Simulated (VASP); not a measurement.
**WS2: single point with PBEsol**

The system is WS2, a slab with vacuum.

```
W S
1.0
     3.14603    0.00000    0.00000
    -1.57302    2.72454    0.00000
     0.00000    0.00000   34.59592
W S
4 8
Cartesian
  1.5730 0.9082 14.1241
  1.5730 0.9082 26.8194
  0.0000 1.8164 7.7765
  0.0000 1.8164 20.4719
  1.5730 0.9082 6.2100
  1.5730 0.9082 18.9043
  0.0000 1.8164 12.5565
  0.0000 1.8164 25.2516
  1.5730 0.9082 9.3443
  1.5730 0.9082 22.0395
  0.0000 1.8164 15.6917
  0.0000 1.8164 28.3860
```

```
Program             : VASP 6.6.1
Task                : single point
Functional          : PBEsol
Potentials or basis : VASP PAW PBE potentials, release 64 (W_sv, S)
Cutoff              : 520 eV
k mesh              : 12 × 12 × 1
Occupations         : gaussian, width 0.05 eV
Spin                : no spin polarisation
```

* Largest force: 0.022 eV/Å
* Band gap on the k mesh: 1.26 eV, indirect (least direct gap 1.88 eV)

Forces in eV/Å, atoms in the order of the input:
```
W    0.000  0.000  0.000
W    0.000  0.000  0.001
W    0.000  0.000 -0.001
W    0.000  0.000  0.000
S    0.000  0.000 -0.022
S    0.000  0.000 -0.021
S    0.000  0.000 -0.022
S    0.000  0.000 -0.022
S    0.000  0.000  0.022
S    0.000  0.000  0.022
S    0.000  0.000  0.021
S    0.000  0.000  0.022
```

Levels at points of the mesh, in eV from the valence-band top:
```csv
k point,band 50,band 51,band 52,band 53,band 54,band 55
"(0.00, 0.00, 0.00)",-0.54,-0.21,0.00,2.53,2.53,2.53
"(0.50, 0.00, 0.00)",-1.44,-1.41,-1.38,2.55,2.56,2.57
```

Wall time 25 min on 1 thread of AMD EPYC 7R13, on a shared host, peak memory 0.52 GiB.

Caveat: the PAW data sets were made with another functional, which shifts forces and pressure a little; spin-orbit coupling is left out, which moves the levels of the heavy elements.
